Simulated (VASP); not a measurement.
# SnO2 (P1) in VASP: single point with PBE

Aim: the single point of SnO2 with PBE.

All numbers are computed with VASP 6.6.1; they aren't measurements. Logs are shortened: lines on timing, memory, paths and dates and some standing lists are left out, and cuts for length are marked.

### Step 1. The cell of the first run

The typed cell holds 6 atoms: a = 4.828 Å, b = 4.828 Å, c = 3.238 Å, α = 90.00°, β = 90.00°, γ = 90.00°.

### Step 2. Single point, PBE (atoms moved at random)

File INCAR:

```
PREC = Accurate
ENCUT = 520
EDIFF = 1E-7
ISMEAR = 0
SIGMA = 0.05
LREAL = F
LASPH = T
NELM = 80
ALGO = Normal
ISIF = 2
LWAVE = F
LCHARG = T
GGA = PE
LELF = T
LVHAR = T
NBANDS = 35
```

File KPOINTS:

```
regular mesh
0
Gamma
  6 6 8
```

File POSCAR:

```
SnO2
1.0
    4.8277049966      0.0000000000      0.0000000000
    0.0000000000      4.8277049966      0.0000000000
    0.0000000000      0.0000000000      3.2379909407
Sn O
2 4
Direct
   -0.0281938095     -0.0015866650      0.0208320357
    0.5501866026      0.5326816255      0.5000568128
    0.3406107335      0.3076511913     -0.0269829797
    0.1790960083      0.7840409289      0.4523320972
    0.6626205861      0.6812606457      0.0660888882
    0.7956798789      0.1959522736      0.4876731458
```

Potentials or basis: VASP PAW PBE potentials, release 64 (Sn_d, O).

The run is started by

```sh
$ cat potpaw_PBE.64/Sn_d/POTCAR potpaw_PBE.64/O/POTCAR > POTCAR
$ mpirun -np 1 vasp_std > vasp.out
```

OUTCAR:

```text
PREC = Accurate
   ENCUT = 520
   EDIFF = 1E-7
   ISMEAR = 0
   LREAL = F
   LASPH = T
   NELM = 80
   ISIF = 2
   GGA = PE

 ion  position               nearest neighbor table
   1  0.972  0.998  0.021-   6 1.98   4 2.01   5 2.14   6 2.15   3 2.33   4 2.34   2 3.41   2 3.47
                             2 3.63   2 3.69
   2  0.550  0.533  0.500-   5 1.67   6 2.01   5 2.04   3 2.13   4 2.17   3 2.26   1 3.41   1 3.47
                             1 3.63   1 3.69
   3  0.341  0.308  0.973-   2 2.13   2 2.26   1 2.33
   4  0.179  0.784  0.452-   1 2.01   2 2.17   1 2.34
   5  0.663  0.681  0.066-   2 1.67   2 2.04   1 2.14
   6  0.796  0.196  0.488-   1 1.98   2 2.01   1 2.15

  LATTYP: Found a simple tetragonal cell.
 ALAT       =     4.8277049966
 C/A-ratio  =     0.6707101911

  Lattice vectors:

 A1 = (   4.8277049966,   0.0000000000,   0.0000000000)
 A2 = (   0.0000000000,   4.8277049966,   0.0000000000)
 A3 = (   0.0000000000,   0.0000000000,   3.2379909407)

Analysis of symmetry for initial positions (statically):
=====================================================================
 Subroutine PRICEL returns:
 Original cell was already a primitive cell.

 Routine SETGRP: Setting up the symmetry group for a
 simple tetragonal supercell.

 Subroutine GETGRP returns: Found  1 space group operations
 (whereof  1 operations were pure point group operations)
 out of a pool of 16 trial point group operations.

The static configuration has the point symmetry C_1 .

Analysis of symmetry for dynamics (positions and initial velocities):
=====================================================================
 Subroutine PRICEL returns:
 Original cell was already a primitive cell.

 Routine SETGRP: Setting up the symmetry group for a
 simple tetragonal supercell.

 Subroutine GETGRP returns: Found  1 space group operations
 (whereof  1 operations were pure point group operations)
 out of a pool of 16 trial point group operations.

The dynamic configuration has the point symmetry C_1 .

 Subroutine INISYM returns: Found  1 space group operations
 (whereof  1 operations are pure point group operations),
 and found     1 'primitive' translations

----------------------------------------------------------------------------------------

                                     Primitive cell

  volume of cell :      75.4670

  direct lattice vectors                    reciprocal lattice vectors
     4.827704997  0.000000000  0.000000000     0.207137760  0.000000000  0.000000000
     0.000000000  4.827704997  0.000000000     0.000000000  0.207137760  0.000000000
     0.000000000  0.000000000  3.237990941     0.000000000  0.000000000  0.308833477

  length of vectors
     4.827704997  4.827704997  3.237990941     0.207137760  0.207137760  0.308833477

  position of ions in fractional coordinates (direct lattice)
     0.971806190  0.998413335  0.020832036
     0.550186603  0.532681625  0.500056813
     0.340610734  0.307651191  0.973017020
     0.179096008  0.784040929  0.452332097
     0.662620586  0.681260646  0.066088888
     0.795679879  0.195952274  0.487673146

  ion indices of the primitive-cell ions
   primitive index   ion index
                 1           1
                 2           2
                 3           3
                 4           4
                 5           5
                 6           6

----------------------------------------------------------------------------------------

 KPOINTS: regular mesh

Automatic generation of k-mesh.
 Grid dimensions read from file:
 generate k-points for:    6    6    8

 Generating k-lattice:

  Cartesian coordinates                     Fractional coordinates (reciprocal lattice)
     0.034522960  0.000000000  0.000000000     0.166666667  0.000000000  0.000000000
     0.000000000  0.034522960  0.000000000     0.000000000  0.166666667  0.000000000
     0.000000000  0.000000000  0.038604185     0.000000000  0.000000000  0.125000000

  Length of vectors
     0.034522960  0.034522960  0.038604185

  Shift w.r.t. Gamma in fractional coordinates (k-lattice)
     0.000000000  0.000000000  0.000000000

 Subroutine IBZKPT returns following result:
 ===========================================

 Found    148 irreducible k-points:

 Following reciprocal coordinates:
            Coordinates               Weight
  0.000000  0.000000  0.000000      1.000000
  0.166667  0.000000  0.000000      2.000000
  0.000000  0.166667  0.000000      2.000000
  0.333333  0.000000  0.000000      2.000000
  0.000000  0.333333  0.000000      2.000000
  0.500000  0.000000  0.000000      1.000000
[... 16 lines left out ...]
  0.000000  0.166667  0.125000      2.000000
 -0.166667  0.000000  0.125000      2.000000
 [... further k-points ...]
   k-points           NKPTS =    148   k-points in BZ     NKDIM =    148   number of bands    NBANDS=     35
   number of dos      NEDOS =    301   number of ions     NIONS =      6
   total plane-waves  NPLWV =  31104
   dimension x,y,z NGX =    36 NGY =   36 NGZ =   24
   dimension x,y,z NGXF=    72 NGYF=   72 NGZF=   48
   ions per type =               2   4
   NGX,Y,Z   is equivalent  to a cutoff of  12.40, 12.40, 12.32 a.u.
   NGXF,Y,Z  is equivalent  to a cutoff of  24.79, 24.79, 24.64 a.u.
 SYSTEM =  unknown system
   PREC   = accura    normal or accurate (medium, high low for compatibility)
   ISTART =      0    job   : 0-new  1-cont  2-samecut
   ICHARG =      2    charge: 1-file 2-atom 10-const
   ISPIN  =      1    spin polarized calculation?
   LNONCOLLINEAR =      F non collinear calculations
   LSORBIT =      F    spin-orbit coupling
   LASPH  =      T    aspherical Exc in radial PAW
   ENCUT  =  520.0 eV  38.22 Ry    6.18 a.u.   8.98  8.98  6.02*2*pi/ulx,y,z
   NELM   =     80;   NELMIN=  2; NELMDL= -5     # of ELM steps
   EDIFF  = 0.1E-06   stopping-criterion for ELM
   LREAL  =      F    real-space projection
   EDIFFG = 0.1E-05   stopping-criterion for IOM
   NSW    =      0    number of steps for IOM
   IBRION =     -1    ionic relax: 0-MD 1-quasi-New 2-CG
   NFREE  =      0    steps in history (QN), initial steepest desc. (CG)
   ISIF   =      2    stress and relaxation
   ISYM   =      2    0-nonsym 1-usesym 2-fastsym
   POTIM  = 0.5000    time-step for ionic-motion
   TEBEG  =    0.0;   TEEND  =   0.0 temperature during run
   PSTRESS=    0.0 pullay stress
   NELECT =      52.0000    total number of electrons
   NUPDOWN=      -1.0000    fix difference up-down
   EMIN   =  10.00;   EMAX   =-10.00  energy-range for DOS
   EFERMI =   0.00;   METHOD = LEGACY
   ISMEAR =     0;   SIGMA  =   0.05  broadening in eV -4-tet -1-fermi 0-gaus
   EFERMI_NEDOS =   21; number of points for ismear=-14 and -15
   IALGO  =     38    algorithm
   IMIX   =      4    mixing-type and parameters
     AMIX     =   0.40;   BMIX     =  1.00
     AMIX_MAG =   1.60;   BMIX_MAG =  1.00
  volume/ion in A,a.u.               =      12.58        84.88
  Fermi-wavevector in a.u.,A,eV,Ry     =   1.445962  2.732472 28.447149  2.090806
  Thomas-Fermi vector in A             =   2.564085
   LORBIT       =      0    0 simple, 1 ext, 2 COOP (PROOUT), +10 PAW based schemes
   GGA     = PE    functional components
   LHFCALC =     F    Hartree Fock is set to
   AEXX    =    0.0000 exact exchange contribution
   IVDW    =     0    specifies the selected vdW correction
   LEPSILON=     F    determine dielectric tensor
   LRPA    =     F    only Hartree local field effects (RPA)
 non-spin polarized calculation
 Gauss-broadening in eV      SIGMA  =   0.05
  energy-cutoff  :      520.00
  volume of cell :       75.47
 maximum number of plane-waves:      2068
   NGX = 17   NGY = 17   NGZ = 13

 number of electron      52.0000010 magnetization

 Free energy of the ion-electron system (eV)
  ---------------------------------------------------
  ext. energy  EPLUGINS =         0.00000000
  ---------------------------------------------------
  free energy    TOTEN  =       -33.95164354 eV

  energy without entropy =      -33.95158725  energy(sigma->0) =      -33.95161540

 E-fermi :   6.2860     XC(G=0): -10.9563

 val. band max:        6.2173689648   @ k =   0.0000   0.0000   0.1250
 cond. band min:       6.3432922964   @ k =   0.0000   0.0000   0.0000
 fundamental gap:      0.1259233317
 Fermi energy:         6.2859720230

 k-point     1 :       0.0000    0.0000    0.0000
  band No.  band energies     occupation
      1     -16.9834      2.00000
      2     -15.3835      2.00000
      3     -14.9547      2.00000
      4     -14.8542      2.00000
      5     -14.8331      2.00000
      6     -14.7618      2.00000
[... 27 lines left out ...]
     34      16.8590      0.00000
     35      18.0561      0.00000

 k-point     2 :       0.1667    0.0000    0.0000
  band No.  band energies     occupation
      1     -16.9809      2.00000
      2     -15.3767      2.00000
      3     -14.9627      2.00000
      4     -14.8521      2.00000
      5     -14.8326      2.00000
      6     -14.7599      2.00000
[... 27 lines left out ...]
     34      16.9839      0.00000
     35      18.0832      0.00000

 k-point     3 :       0.0000    0.1667    0.0000
  band No.  band energies     occupation
      1     -16.9799      2.00000
      2     -15.3868      2.00000
      3     -14.9626      2.00000
      4     -14.8505      2.00000
      5     -14.8322      2.00000
      6     -14.7597      2.00000
[... 27 lines left out ...]
     34      17.0353      0.00000
     35      18.0425      0.00000
[... 723 lines left out ...]
 k-point    23 :       0.0000    0.1667    0.1250
  band No.  band energies     occupation
      1     -16.9439      2.00000
      2     -15.3507      2.00000
      3     -15.0481      2.00000
      4     -14.8634      2.00000
      5     -14.8198      2.00000
      6     -14.7571      2.00000
[... 27 lines left out ...]
     34      16.9590      0.00000
     35      18.0694      0.00000

 k-point    24 :      -0.1667    0.0000    0.1250
  band No.  band energies     occupation
      1     -16.9399      2.00000
      2     -15.3598      2.00000
      3     -15.0537      2.00000
      4     -14.8474      2.00000
      5     -14.8159      2.00000
      6     -14.7588      2.00000
[... 27 lines left out ...]
     34      16.7864      0.00000
     35      18.0215      0.00000

 [... further k-points ...]
[... 5 lines left out ...]
  --------------------------------------------------------------------------------------
  -------------------------------------------------------------------------------------
  Total        1.9551366      6.1898827     15.2885380      0.8953458     -5.5570087     -4.5465559
  in kB       41.5078852    131.4122718    324.5782854     19.0083447   -117.9762476    -96.5241619
  external PRESSURE =     165.8328141 kB  Pullay stress =       0.0000000 kB

 VOLUME and BASIS-vectors are now :
 -----------------------------------------------------------------------------
  energy-cutoff  :      520.00
  volume of cell :       75.47
      direct lattice vectors                 reciprocal lattice vectors
     4.827704997  0.000000000  0.000000000     0.207137760  0.000000000  0.000000000
     0.000000000  4.827704997  0.000000000     0.000000000  0.207137760  0.000000000
     0.000000000  0.000000000  3.237990941     0.000000000  0.000000000  0.308833477

 POSITION                                       TOTAL-FORCE (eV/Angst)
 -----------------------------------------------------------------------------------
      4.69159      4.82005      0.06745         3.360443      0.940227     -2.248915
      2.65614      2.57163      1.61918        -8.362926     -7.008312      9.455143
      1.64437      1.48525      3.15062        -0.941093     -0.656234      0.070399
      0.86462      3.78512      1.46465        -0.767914      0.353715      1.719309
      3.19894      3.28893      0.21400         6.002449      7.190016    -10.398783
      3.84131      0.94600      1.57908         0.709041     -0.819412      1.402847
 -----------------------------------------------------------------------------------
    total drift:                                0.000123      0.000651     -0.000103

  FREE ENERGIE OF THE ION-ELECTRON SYSTEM (eV)
  ---------------------------------------------------
  free  energy   TOTEN  =       -33.9516435387 eV

  energy  without entropy=      -33.9515872533  energy(sigma->0) =      -33.95161540
```

Run time: 2 min. Hardware: 1 thread of Intel Xeon 6975P-C (Granite Rapids), shared host; peak memory 0.39 GiB.

What came out:

| Item | Value |
| --- | --- |
| Free energy | -33.9516 eV |
| Pressure | 16.6 GPa |
| Largest force | 14.438 eV/Å |
| Band gap on the k mesh | 0.13 eV, indirect (least direct gap 0.26 eV) |

Forces on the atoms (eV/Å):
```
Sn    3.360   0.940  -2.249
Sn   -8.363  -7.008   9.455
O    -0.941  -0.656   0.070
O    -0.768   0.354   1.719
O     6.002   7.190 -10.399
O     0.709  -0.819   1.403
```

Levels at points of the mesh, in eV from the valence-band top:
| k point | band 23 | band 24 | band 25 | band 26 | band 27 | band 28 | band 29 | band 30 |
| --- | --- | --- | --- | --- | --- | --- | --- | --- |
| (0.00, 0.00, 0.00) | -1.71 | -1.14 | -0.63 | -0.13 | 0.13 | 3.75 | 5.66 | 6.04 |
| (0.50, 0.00, 0.00) | -2.03 | -1.77 | -0.68 | -0.28 | 2.62 | 3.13 | 5.88 | 6.61 |
| (0.00, 0.50, 0.00) | -1.76 | -1.44 | -0.68 | -0.35 | 2.43 | 2.98 | 5.79 | 6.31 |
| (0.50, 0.50, 0.00) | -1.76 | -1.36 | -0.78 | -0.59 | 2.63 | 3.58 | 6.07 | 6.55 |
| (0.00, 0.00, 0.50) | -2.56 | -1.92 | -1.47 | -0.57 | 3.85 | 5.64 | 7.08 | 8.51 |
| (0.50, 0.00, 0.50) | -1.54 | -1.29 | -1.02 | -0.42 | 4.02 | 5.78 | 6.33 | 6.86 |
| (0.00, 0.50, 0.50) | -1.87 | -1.38 | -0.95 | -0.29 | 4.03 | 5.97 | 6.39 | 6.85 |
| (0.50, 0.50, 0.50) | -1.85 | -1.55 | -1.21 | -0.24 | 3.15 | 4.70 | 6.81 | 7.47 |

Caveat: the cell differs from its parent crystal (atoms moved at random); spin-orbit coupling is left out, which moves the levels of the heavy elements; forces of over 1 eV/Å act on the atoms, so gaps and moduli don't describe the material at rest. A k mesh can miss the band edges.
